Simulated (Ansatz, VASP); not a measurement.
**Two plane-wave programs on Os**

File INCAR:

```
SYSTEM = Os
ALGO = Fast ; EDIFF = 1E-6
ENCUT = 520 ; GGA = PE
ISIF = 2 ; ISMEAR = 0
LASPH = .TRUE. ; LCHARG = .FALSE.
LREAL = .FALSE. ; LWAVE = .FALSE.
NBANDS = 15 ; NELM = 100
PREC = Accurate ; SIGMA = 0.15
```

The input KPOINTS:

```
k-points
0
G
  18 18 12
  0 0 0
```

POSCAR

```
Os
1.0
    2.7340999755      0.0000000000      0.0000000000
   -1.3670499878      2.4033170358      0.0000000000
    0.0000000000      0.0000000000      4.3197000000
Os
2
Direct
    0.3333333333      0.6666666667      0.2500000000
    0.6666666667      0.3333333333      0.7500000000
```

Input for Ansatz:

```yaml
crystal:
  lattice:
    - [2.7340999755, 0.0, 0.0]
    - [-1.3670499878, 2.4033170358, 0.0]
    - [0.0, 0.0, 4.3197]
  atoms:
    - { symbol: Os, position: [0.3333333333, 0.6666666667, 0.25] }
    - { symbol: Os, position: [0.6666666667, 0.3333333333, 0.75] }
basis:
  ecutwfc: 420
kpoints:
  mp_grid: { grid: [18, 18, 12] }
hamiltonian:
  xc: pbe
scf:
  occupations: { method: gaussian, width: 0.15 }
output:
  forces: true
  stress: true
  eigenvalues: true
```

Change from the starting cell: strain +0.0150 x Voigt [0, 1, 0, 0, 0, 0], atoms carried along.

Alike in both runs: task single point; functional PBE; k mesh 18 × 18 × 12; occupations gaussian, width 0.15 eV; no spin polarisation.

|  | VASP | Ansatz |
| --- | --- | --- |
| version | VASP 6.6.1 | Ansatz 0.2.0 |
| potentials or method | VASP PAW PBE potentials, release 64 (Os), cutoff 520 eV | scalar-relativistic, plane waves, PAW |
| valence electrons in the cell | 16 | 32 |

|  | VASP | Ansatz | Ansatz less VASP |
| --- | --- | --- | --- |
| gap on the k mesh at the Fermi level (eV) | none | none | - |
| pressure (GPa) | 2.5 | 2.6 | +0.15 |
| traceless stress, the component that is largest in VASP (GPa) | -5.22 | -5.29 | -0.077 |
| rms of the force components (eV/Å) | 0.020 | 0.021 | +0.0008 |

Atom by atom the forces differ by 0.001 eV/Å (rms over components). A gap of «none» marks a metal or a gap that the smearing closes. VASP's potentials hold 16 valence electrons a cell and Ansatz's 32, so a difference there can come from the potentials and not from the codes.

Neither program's run includes spin-orbit coupling.
